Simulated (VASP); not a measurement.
# Nb2C3 (Pm-3m) in VASP: single point with PBE

Aim: the single point of Nb2C3 with PBE.

All numbers are computed with VASP 6.6.1; they aren't measurements. Logs are shortened: lines on timing, memory, paths and dates and some standing lists are left out, and cuts for length are marked.

## (1) The cell of the first run

It takes space group Pm-3m (No. 221, cubic). Conventional cell: a = 4.269 Å, b = 4.269 Å, c = 4.269 Å, α = 90.00°, β = 90.00°, γ = 90.00°. Nb (site symmetry m-3m) has 12 C at 3.02 Å and 8 Nb at 3.70 Å within 4.0 Å. Within 2.8 Å of Nb (site symmetry m-3m) lie 6 C at 2.13 Å. Within 2.8 Å of C (site symmetry 4/mmm) lie 2 Nb at 2.13 Å.

## (2) Single point, PBE

INCAR reads:

```
ALGO = Normal
EDIFF = 1E-7
ENCUT = 520
GGA = PE
ISIF = 2
ISMEAR = 0
LASPH = T
LCHARG = F
LREAL = F
LWAVE = F
NBANDS = 27
NELM = 60
PREC = Accurate
SIGMA = 0.1
```

KPOINTS reads:

```
k-points
0
Gamma
  4 4 4
```

POSCAR reads:

```
Nb2C3
1.0
    4.2694976400      0.0000000000      0.0000000000
    0.0000000000      4.2694976400      0.0000000000
    0.0000000000      0.0000000000      4.2694976400
Nb C
2 3
Direct
    0.5000000000      0.5000000000      0.5000000000
    0.0000000000      0.0000000000      0.0000000000
    0.5000000000      0.0000000000      0.0000000000
    0.0000000000      0.5000000000      0.0000000000
    0.0000000000      0.0000000000      0.5000000000
```

Potentials or basis: VASP PAW PBE potentials, release 64 (Nb_sv, C).

Launch:

```console
cat potpaw_PBE.64/Nb_sv/POTCAR potpaw_PBE.64/C/POTCAR > POTCAR
mpirun -np 1 vasp_std > vasp.out
```

OUTCAR:

```text
EDIFF = 1E-7
   ENCUT = 520
   GGA = PE
   ISIF = 2
   ISMEAR = 0
   LASPH = T
   LREAL = F
   NELM = 60
   PREC = Accurate

 ion  position               nearest neighbor table
   1  0.500  0.500  0.500-
   2  0.000  0.000  0.000-   3 2.13   4 2.13   5 2.13   5 2.13   4 2.13   3 2.13
   3  0.500  0.000  0.000-   2 2.13   2 2.13
   4  0.000  0.500  0.000-   2 2.13   2 2.13
   5  0.000  0.000  0.500-   2 2.13   2 2.13

  LATTYP: Found a simple cubic cell.
 ALAT       =     4.2694976400

  Lattice vectors:

 A1 = (   4.2694976400,   0.0000000000,   0.0000000000)
 A2 = (   0.0000000000,   4.2694976400,   0.0000000000)
 A3 = (   0.0000000000,   0.0000000000,   4.2694976400)

Analysis of symmetry for initial positions (statically):
=====================================================================
 Subroutine PRICEL returns:
 Original cell was already a primitive cell.

 Routine SETGRP: Setting up the symmetry group for a
 simple cubic supercell.

 Subroutine GETGRP returns: Found 48 space group operations
 (whereof 48 operations were pure point group operations)
 out of a pool of 48 trial point group operations.

The static configuration has the point symmetry O_h .

Analysis of symmetry for dynamics (positions and initial velocities):
=====================================================================
 Subroutine PRICEL returns:
 Original cell was already a primitive cell.

 Routine SETGRP: Setting up the symmetry group for a
 simple cubic supercell.

 Subroutine GETGRP returns: Found 48 space group operations
 (whereof 48 operations were pure point group operations)
 out of a pool of 48 trial point group operations.

The dynamic configuration has the point symmetry O_h .

 Subroutine INISYM returns: Found 48 space group operations
 (whereof 48 operations are pure point group operations),
 and found     1 'primitive' translations

----------------------------------------------------------------------------------------

                                     Primitive cell

  volume of cell :      77.8270

  direct lattice vectors                    reciprocal lattice vectors
     4.269497640  0.000000000  0.000000000     0.234219593  0.000000000  0.000000000
     0.000000000  4.269497640  0.000000000     0.000000000  0.234219593  0.000000000
     0.000000000  0.000000000  4.269497640     0.000000000  0.000000000  0.234219593

  length of vectors
     4.269497640  4.269497640  4.269497640     0.234219593  0.234219593  0.234219593

  position of ions in fractional coordinates (direct lattice)
     0.500000000  0.500000000  0.500000000
     0.000000000  0.000000000  0.000000000
     0.500000000  0.000000000  0.000000000
     0.000000000  0.500000000  0.000000000
     0.000000000  0.000000000  0.500000000

  ion indices of the primitive-cell ions
   primitive index   ion index
                 1           1
                 2           2
                 3           3
                 4           4
                 5           5

----------------------------------------------------------------------------------------

 KPOINTS: k-points

Automatic generation of k-mesh.
 Grid dimensions read from file:
 generate k-points for:    4    4    4

 Generating k-lattice:

  Cartesian coordinates                     Fractional coordinates (reciprocal lattice)
     0.058554898  0.000000000  0.000000000     0.250000000  0.000000000  0.000000000
     0.000000000  0.058554898  0.000000000     0.000000000  0.250000000  0.000000000
     0.000000000  0.000000000  0.058554898     0.000000000  0.000000000  0.250000000

  Length of vectors
     0.058554898  0.058554898  0.058554898

  Shift w.r.t. Gamma in fractional coordinates (k-lattice)
     0.000000000  0.000000000  0.000000000

 Subroutine IBZKPT returns following result:
 ===========================================

 Found     10 irreducible k-points:

 Following reciprocal coordinates:
            Coordinates               Weight
  0.000000  0.000000  0.000000      1.000000
  0.250000  0.000000  0.000000      6.000000
  0.500000  0.000000  0.000000      3.000000
  0.250000  0.250000  0.000000     12.000000
  0.500000  0.250000  0.000000     12.000000
  0.500000  0.500000  0.000000      3.000000
  0.250000  0.250000  0.250000      8.000000
  0.500000  0.250000  0.250000     12.000000
  0.500000  0.500000  0.250000      6.000000
  0.500000  0.500000  0.500000      1.000000
   k-points           NKPTS =     10   k-points in BZ     NKDIM =     10   number of bands    NBANDS=     27
   number of dos      NEDOS =    301   number of ions     NIONS =      5
   total plane-waves  NPLWV =  32768
   dimension x,y,z NGX =    32 NGY =   32 NGZ =   32
   dimension x,y,z NGXF=    64 NGYF=   64 NGZF=   64
   ions per type =               2   3
   NGX,Y,Z   is equivalent  to a cutoff of  12.46, 12.46, 12.46 a.u.
   NGXF,Y,Z  is equivalent  to a cutoff of  24.92, 24.92, 24.92 a.u.
 SYSTEM =  unknown system
   PREC   = accura    normal or accurate (medium, high low for compatibility)
   ISTART =      0    job   : 0-new  1-cont  2-samecut
   ICHARG =      2    charge: 1-file 2-atom 10-const
   ISPIN  =      1    spin polarized calculation?
   LNONCOLLINEAR =      F non collinear calculations
   LSORBIT =      F    spin-orbit coupling
   LASPH  =      T    aspherical Exc in radial PAW
   ENCUT  =  520.0 eV  38.22 Ry    6.18 a.u.   7.94  7.94  7.94*2*pi/ulx,y,z
   NELM   =     60;   NELMIN=  2; NELMDL= -5     # of ELM steps
   EDIFF  = 0.1E-06   stopping-criterion for ELM
   LREAL  =      F    real-space projection
   EDIFFG = 0.1E-05   stopping-criterion for IOM
   NSW    =      0    number of steps for IOM
   IBRION =     -1    ionic relax: 0-MD 1-quasi-New 2-CG
   NFREE  =      0    steps in history (QN), initial steepest desc. (CG)
   ISIF   =      2    stress and relaxation
   ISYM   =      2    0-nonsym 1-usesym 2-fastsym
   POTIM  = 0.5000    time-step for ionic-motion
   TEBEG  =    0.0;   TEEND  =   0.0 temperature during run
   PSTRESS=    0.0 pullay stress
   NELECT =      38.0000    total number of electrons
   NUPDOWN=      -1.0000    fix difference up-down
   EMIN   =  10.00;   EMAX   =-10.00  energy-range for DOS
   EFERMI =   0.00;   METHOD = LEGACY
   ISMEAR =     0;   SIGMA  =   0.10  broadening in eV -4-tet -1-fermi 0-gaus
   EFERMI_NEDOS =   21; number of points for ismear=-14 and -15
   IALGO  =     38    algorithm
   IMIX   =      4    mixing-type and parameters
     AMIX     =   0.40;   BMIX     =  1.00
     AMIX_MAG =   1.60;   BMIX_MAG =  1.00
  volume/ion in A,a.u.               =      15.57       105.04
  Fermi-wavevector in a.u.,A,eV,Ry     =   1.289118  2.436079 22.610496  1.661825
  Thomas-Fermi vector in A             =   2.421030
   LORBIT       =      0    0 simple, 1 ext, 2 COOP (PROOUT), +10 PAW based schemes
   GGA     = PE    functional components
   LHFCALC =     F    Hartree Fock is set to
   AEXX    =    0.0000 exact exchange contribution
   IVDW    =     0    specifies the selected vdW correction
   LEPSILON=     F    determine dielectric tensor
   LRPA    =     F    only Hartree local field effects (RPA)
 non-spin polarized calculation
 Gauss-broadening in eV      SIGMA  =   0.10
  energy-cutoff  :      520.00
  volume of cell :       77.83
 maximum number of plane-waves:      2176
 NGX is ok and might be reduce to    32
   NGX = 15   NGY = 15   NGZ = 15

 number of electron      38.0000000 magnetization

 Free energy of the ion-electron system (eV)
  ---------------------------------------------------
  ext. energy  EPLUGINS =         0.00000000
  ---------------------------------------------------
  free energy    TOTEN  =       -38.51578213 eV

  energy without entropy =      -38.47767967  energy(sigma->0) =      -38.49673090

 E-fermi :   6.2546     XC(G=0): -10.8510

 val. band max:        6.2388799036   @ k =   0.2500   0.2500   0.0000
 cond. band min:       6.2912567539   @ k =   0.2500   0.2500   0.0000
 fundamental gap:      0.0523768503
 Fermi energy:         6.2546426757

 k-point     1 :       0.0000    0.0000    0.0000
  band No.  band energies     occupation
      1     -50.2309      2.00000
      2     -48.4991      2.00000
      3     -26.1482      2.00000
      4     -26.1482      2.00000
      5     -26.1482      2.00000
      6     -24.6378      2.00000
[... 19 lines left out ...]
     26       7.7913      0.00000
     27       8.2590      0.00000

 k-point     2 :       0.2500    0.0000    0.0000
  band No.  band energies     occupation
      1     -50.2307      2.00000
      2     -48.4990      2.00000
      3     -26.1534      2.00000
      4     -26.1472      2.00000
      5     -26.1472      2.00000
      6     -24.6495      2.00000
[... 19 lines left out ...]
     26       7.9567      0.00000
     27       9.3481      0.00000

 k-point     3 :       0.5000    0.0000    0.0000
  band No.  band energies     occupation
      1     -50.2305      2.00000
      2     -48.4989      2.00000
      3     -26.1587      2.00000
      4     -26.1463      2.00000
      5     -26.1463      2.00000
      6     -24.6612      2.00000
[... 19 lines left out ...]
     26       8.8320      0.00000
     27      10.5538      0.00000

 k-point     4 :       0.2500    0.2500    0.0000
  band No.  band energies     occupation
      1     -50.2306      2.00000
      2     -48.4989      2.00000
      3     -26.1537      2.00000
      4     -26.1525      2.00000
      5     -26.1465      2.00000
      6     -24.6489      2.00000
[... 19 lines left out ...]
     26       9.3380      0.00000
     27       9.5413      0.00000

 k-point     5 :       0.5000    0.2500    0.0000
  band No.  band energies     occupation
      1     -50.2304      2.00000
      2     -48.4988      2.00000
      3     -26.1590      2.00000
      4     -26.1528      2.00000
      5     -26.1457      2.00000
      6     -24.6587      2.00000
[... 19 lines left out ...]
     26       9.7475      0.00000
     27      10.5012      0.00000

 k-point     6 :       0.5000    0.5000    0.0000
  band No.  band energies     occupation
      1     -50.2302      2.00000
      2     -48.4987      2.00000
      3     -26.1593      2.00000
      4     -26.1593      2.00000
      5     -26.1452      2.00000
      6     -24.6562      2.00000
[... 19 lines left out ...]
     26      10.1264      0.00000
     27      10.8740      0.00000

 k-point     7 :       0.2500    0.2500    0.2500
  band No.  band energies     occupation
      1     -50.2304      2.00000
      2     -48.4988      2.00000
      3     -26.1525      2.00000
      4     -26.1525      2.00000
      5     -26.1524      2.00000
      6     -24.6473      2.00000
[... 19 lines left out ...]
     26       8.8061      0.00000
     27       9.9040      0.00000

 k-point     8 :       0.5000    0.2500    0.2500
  band No.  band energies     occupation
      1     -50.2302      2.00000
      2     -48.4987      2.00000
      3     -26.1584      2.00000
      4     -26.1523      2.00000
      5     -26.1513      2.00000
      6     -24.6574      2.00000
[... 19 lines left out ...]
     26       9.4046      0.00000
     27       9.9273      0.00000

 k-point     9 :       0.5000    0.5000    0.2500
  band No.  band energies     occupation
      1     -50.2300      2.00000
      2     -48.4986      2.00000
      3     -26.1578      2.00000
      4     -26.1578      2.00000
      5     -26.1508      2.00000
      6     -24.6561      2.00000
[... 19 lines left out ...]
     26       9.4081      0.00000
     27      10.4408      0.00000

 k-point    10 :       0.5000    0.5000    0.5000
  band No.  band energies     occupation
      1     -50.2299      2.00000
      2     -48.4985      2.00000
      3     -26.1564      2.00000
      4     -26.1564      2.00000
      5     -26.1564      2.00000
      6     -24.6561      2.00000
[... 19 lines left out ...]
     26       8.4949      0.00000
     27      10.6858      0.00000

------------------------ aborting loop because EDIFF is reached ----------------------------------------

  FORCE on cell =-STRESS in cart. coord.  units (eV):
  Direction    XX          YY          ZZ          XY          YZ          ZX
  --------------------------------------------------------------------------------------
  -------------------------------------------------------------------------------------
  Total       -9.9202623     -9.9202623     -9.9202623      0.0000000     -0.0000000     -0.0000000
  in kB     -204.2224127   -204.2224127   -204.2224127      0.0000000     -0.0000000     -0.0000000
  external PRESSURE =    -204.2224127 kB  Pullay stress =       0.0000000 kB

 VOLUME and BASIS-vectors are now :
 -----------------------------------------------------------------------------
  energy-cutoff  :      520.00
  volume of cell :       77.83
      direct lattice vectors                 reciprocal lattice vectors
     4.269497640  0.000000000  0.000000000     0.234219593  0.000000000  0.000000000
     0.000000000  4.269497640  0.000000000     0.000000000  0.234219593  0.000000000
     0.000000000  0.000000000  4.269497640     0.000000000  0.000000000  0.234219593

 POSITION                                       TOTAL-FORCE (eV/Angst)
 -----------------------------------------------------------------------------------
      2.13475      2.13475      2.13475         0.000000      0.000000      0.000000
      0.00000      0.00000      0.00000         0.000000      0.000000      0.000000
      2.13475      0.00000      0.00000         0.000000      0.000000      0.000000
      0.00000      2.13475      0.00000         0.000000      0.000000      0.000000
      0.00000      0.00000      2.13475         0.000000      0.000000      0.000000
 -----------------------------------------------------------------------------------
    total drift:                                0.000000      0.000000     -0.000000

  FREE ENERGIE OF THE ION-ELECTRON SYSTEM (eV)
  ---------------------------------------------------
  free  energy   TOTEN  =       -38.5157821275 eV

  energy  without entropy=      -38.4776796686  energy(sigma->0) =      -38.49673090
```

Run time: 22 s. Hardware: 1 thread of Intel Xeon 6975P-C, shared host; peak memory 0.18 GiB.

Results:

```
Free energy            : -38.5158 eV
Pressure               : -20.4 GPa
Band gap on the k mesh : zero (band 19 reaches 6.83 eV, above the bottom of band 20 at 6.11 eV)
```

Caveat: the k points lie up to 0.37 Å⁻¹ apart.
